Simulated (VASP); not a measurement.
# Cs (Pm-3m) in VASP: further runs

Cs is run at these levels: PBEsol; tasks: single point.

Everything below comes from runs of VASP 6.6.1. Logs are shortened: lines on timing, memory, paths and dates and some standing lists are left out, and cuts for length are marked.

### 1 The cell of the first run

Symmetry: Pm-3m, No. 221, cubic system. The conventional cell has a = 3.907 Å, b = 3.907 Å, c = 3.907 Å, α = 90.00°, β = 90.00°, γ = 90.00°. Within 5.1 Å of Cs (site symmetry m-3m) lie 6 Cs at 3.91 Å.

### 2 Single point, PBEsol

INCAR

```
SYSTEM = Cs
PREC = Accurate ; ENCUT = 520
EDIFF = 1E-7 ; ISMEAR = -1
SIGMA = 0.08 ; LREAL = .FALSE.
LASPH = .TRUE. ; NELM = 60
ALGO = Normal ; ISIF = 2
LWAVE = .FALSE. ; LCHARG = .FALSE.
GGA = PS ; NBANDS = 10
```

KPOINTS

```
regular mesh
0
G
  8 8 8
  0 0 0
```

POSCAR

```
Cs
1.0
    3.9070641200      0.0000000000      0.0000000000
    0.0000000000      3.9070641200      0.0000000000
    0.0000000000      0.0000000000      3.9070641200
Cs
1
Direct
    0.0000000000      0.0000000000      0.0000000000
```

Potentials or basis: VASP PAW PBE potentials, release 64 (Cs_sv).

On the command line:

```console
> cat potpaw_PBE.64/Cs_sv/POTCAR > POTCAR
> mpirun -np 1 vasp_std > vasp.out
```

OUTCAR:

```text
SYSTEM = Cs
   PREC = Accurate
   ENCUT = 520
   EDIFF = 1E-7
   ISMEAR = -1
   LREAL = .FALSE.
   LASPH = .TRUE.
   NELM = 60
   ISIF = 2
   GGA = PS

 ion  position               nearest neighbor table
   1  0.000  0.000  0.000-

  LATTYP: Found a simple cubic cell.
 ALAT       =     3.9070641200

  Lattice vectors:

 A1 = (   3.9070641200,   0.0000000000,   0.0000000000)
 A2 = (   0.0000000000,   3.9070641200,   0.0000000000)
 A3 = (   0.0000000000,   0.0000000000,   3.9070641200)

Analysis of symmetry for initial positions (statically):
=====================================================================
 Subroutine PRICEL returns:
 Original cell was already a primitive cell.

 Routine SETGRP: Setting up the symmetry group for a
 simple cubic supercell.

 Subroutine GETGRP returns: Found 48 space group operations
[... 9 lines left out ...]

 Routine SETGRP: Setting up the symmetry group for a
 simple cubic supercell.

 Subroutine GETGRP returns: Found 48 space group operations
[... 11 lines left out ...]
                                     Primitive cell

  volume of cell :      59.6419

  direct lattice vectors                    reciprocal lattice vectors
     3.907064120  0.000000000  0.000000000     0.255946657  0.000000000  0.000000000
     0.000000000  3.907064120  0.000000000     0.000000000  0.255946657  0.000000000
     0.000000000  0.000000000  3.907064120     0.000000000  0.000000000  0.255946657

  length of vectors
     3.907064120  3.907064120  3.907064120     0.255946657  0.255946657  0.255946657

  position of ions in fractional coordinates (direct lattice)
     0.000000000  0.000000000  0.000000000

  ion indices of the primitive-cell ions
   primitive index   ion index
                 1           1

----------------------------------------------------------------------------------------

 KPOINTS: regular mesh

Automatic generation of k-mesh.
 Grid dimensions read from file:
 generate k-points for:    8    8    8

 Generating k-lattice:

  Cartesian coordinates                     Fractional coordinates (reciprocal lattice)
     0.031993332  0.000000000  0.000000000     0.125000000  0.000000000  0.000000000
     0.000000000  0.031993332  0.000000000     0.000000000  0.125000000  0.000000000
     0.000000000  0.000000000  0.031993332     0.000000000  0.000000000  0.125000000

[... 49 lines left out ...]
   ICHARG =      2    charge: 1-file 2-atom 10-const
   ISPIN  =      1    spin polarized calculation?
   LNONCOLLINEAR =      F non collinear calculations
   LSORBIT =      F    spin-orbit coupling
   LASPH  =      T    aspherical Exc in radial PAW
   ENCUT  =  520.0 eV  38.22 Ry    6.18 a.u.   7.26  7.26  7.26*2*pi/ulx,y,z
   NELM   =     60;   NELMIN=  2; NELMDL= -5     # of ELM steps
   EDIFF  = 0.1E-06   stopping-criterion for ELM
   LREAL  =      F    real-space projection
   EDIFFG = 0.1E-05   stopping-criterion for IOM
   NSW    =      0    number of steps for IOM
   IBRION =     -1    ionic relax: 0-MD 1-quasi-New 2-CG
   NFREE  =      0    steps in history (QN), initial steepest desc. (CG)
   ISIF   =      2    stress and relaxation
   ISYM   =      2    0-nonsym 1-usesym 2-fastsym
   POTIM  = 0.5000    time-step for ionic-motion
   TEBEG  =    0.0;   TEEND  =   0.0 temperature during run
   PSTRESS=    0.0 pullay stress
   NELECT =       9.0000    total number of electrons
   NUPDOWN=      -1.0000    fix difference up-down
   EMIN   =  10.00;   EMAX   =-10.00  energy-range for DOS
   EFERMI =   0.00;   METHOD = LEGACY
   ISMEAR =    -1;   SIGMA  =   0.08  broadening in eV -4-tet -1-fermi 0-gaus
   EFERMI_NEDOS =   21; number of points for ismear=-14 and -15
   IALGO  =     38    algorithm
   IMIX   =      4    mixing-type and parameters
     AMIX     =   0.40;   BMIX     =  1.00
     AMIX_MAG =   1.60;   BMIX_MAG =  1.00
  volume/ion in A,a.u.               =      59.64       402.48
  Fermi-wavevector in a.u.,A,eV,Ry     =   0.871576  1.647039 10.335588  0.759644
  Thomas-Fermi vector in A             =   1.990703
   LORBIT       =      0    0 simple, 1 ext, 2 COOP (PROOUT), +10 PAW based schemes
   GGA     = PS    functional components
   LHFCALC =     F    Hartree Fock is set to
   AEXX    =    0.0000 exact exchange contribution
   IVDW    =     0    specifies the selected vdW correction
   LEPSILON=     F    determine dielectric tensor
   LRPA    =     F    only Hartree local field effects (RPA)
 non-spin polarized calculation
  energy-cutoff  :      520.00
  volume of cell :       59.64
 maximum number of plane-waves:      1640
 NGX is ok and might be reduce to    30

 number of electron       8.9999998 magnetization

 Free energy of the ion-electron system (eV)
  ---------------------------------------------------
  ext. energy  EPLUGINS =         0.00000000
  ---------------------------------------------------
  free energy    TOTEN  =        -0.57694862 eV

  energy without entropy =       -0.53815742  energy(sigma->0) =       -0.55755302

 E-fermi :   2.4523     XC(G=0):  -7.5134

 val. band max:        2.4203138933   @ k =   0.5000   0.3750   0.2500
 cond. band min:       2.5479868884   @ k =   0.3750   0.2500   0.0000
 fundamental gap:      0.1276729951
 Fermi energy:         2.4523034292

 k-point     1 :       0.0000    0.0000    0.0000
  band No.  band energies     occupation
      1     -21.4939      2.00000
      2      -7.6798      2.00000
      3      -7.6798      2.00000
      4      -7.6798      2.00000
      5       0.4585      2.00000
      6       3.4411      0.00001
      7       3.4411      0.00001
      8       9.3051      0.00000
      9       9.3051      0.00000
     10       9.3051      0.00000
[... 287 lines left out ...]
 k-point    24 :       0.5000    0.3750    0.1250
  band No.  band energies     occupation
      1     -21.2496      2.00000
      2      -8.7476      2.00000
      3      -8.5612      2.00000
      4      -7.6319      2.00000
      5       2.1061      1.97395
      6       4.5564      0.00000
      7       5.2070      0.00000
      8       5.7308      0.00000
      9       7.8996      0.00000
     10       8.3897      0.00000

 [... further k-points ...]
[... 5 lines left out ...]
  --------------------------------------------------------------------------------------
  -------------------------------------------------------------------------------------
  Total        0.7264199      0.7264199      0.7264199     -0.0000000      0.0000000     -0.0000000
  in kB       19.5140172     19.5140172     19.5140172     -0.0000000      0.0000000     -0.0000000
  external PRESSURE =      19.5140172 kB  Pullay stress =       0.0000000 kB

 VOLUME and BASIS-vectors are now :
 -----------------------------------------------------------------------------
  energy-cutoff  :      520.00
  volume of cell :       59.64
      direct lattice vectors                 reciprocal lattice vectors
     3.907064120  0.000000000  0.000000000     0.255946657  0.000000000  0.000000000
     0.000000000  3.907064120  0.000000000     0.000000000  0.255946657  0.000000000
     0.000000000  0.000000000  3.907064120     0.000000000  0.000000000  0.255946657

 POSITION                                       TOTAL-FORCE (eV/Angst)
 -----------------------------------------------------------------------------------
      0.00000      0.00000      0.00000         0.000000      0.000000      0.000000
 -----------------------------------------------------------------------------------
    total drift:                               -0.000000      0.000000     -0.000000

  FREE ENERGIE OF THE ION-ELECTRON SYSTEM (eV)
  ---------------------------------------------------
  free  energy   TOTEN  =        -0.5769486208 eV

  energy  without entropy=       -0.5381574167  energy(sigma->0) =       -0.55755302
```

Run time: 32 s. Hardware: 1 thread of Intel Xeon 6975P-C, shared host; peak memory 0.17 GiB.

Results:

| Property | Result |
| --- | --- |
| Free energy | -0.5769 eV |
| Pressure | 2.0 GPa |

Caveat: the PAW data sets were made with another functional, which shifts forces and pressure a little; spin-orbit coupling is left out, which moves the levels of the heavy elements.

### 3 Single point, PBEsol

INCAR

```
SYSTEM = Cs
PREC     = Accurate       ! precision mode
ENCUT    = 520            ! plane-wave cutoff, eV
EDIFF    = 1E-6           ! SCF threshold, eV
ISMEAR   = -1             ! smearing method
SIGMA    = 0.08           ! smearing width, eV
LREAL    = .False.        ! projectors in reciprocal space
LASPH    = .True.         ! aspherical terms in the spheres
NELM     = 60             ! most SCF steps
ALGO     = Normal         ! electronic algorithm
ISIF     = 2              ! what is computed and relaxed
LWAVE    = .False.        ! write WAVECAR
LCHARG   = .False.        ! write CHGCAR
GGA      = PS             ! functional
NBANDS   = 10             ! bands
```

KPOINTS

```
Automatic mesh
0
Gamma
  8 8 8
  0.5 0.5 0.5
```

POSCAR is that of step 2.

Potentials or basis: VASP PAW PBE potentials, release 64 (Cs_sv).

On the command line:

```console
> cat potpaw_PBE.64/Cs_sv/POTCAR > POTCAR
> mpirun -np 1 vasp_std > vasp.out
```

It took 14 s on 1 thread of Intel Xeon 6975P-C, shared host; peak memory 0.16 GiB.

The run converged. Its results:

```
Free energy : -0.5757 eV
Pressure    : 2.0 GPa
```

Levels at points of the mesh, in eV from the Fermi level:
```
           k point  band 2  band 3  band 4  band 5  band 6  band 7
(0.06, 0.06, 0.06)  -10.19  -10.17  -10.17   -1.76    1.15    1.15
```

Caveat: the PAW data sets were made with another functional, which shifts forces and pressure a little; spin-orbit coupling is left out, which moves the levels of the heavy elements.
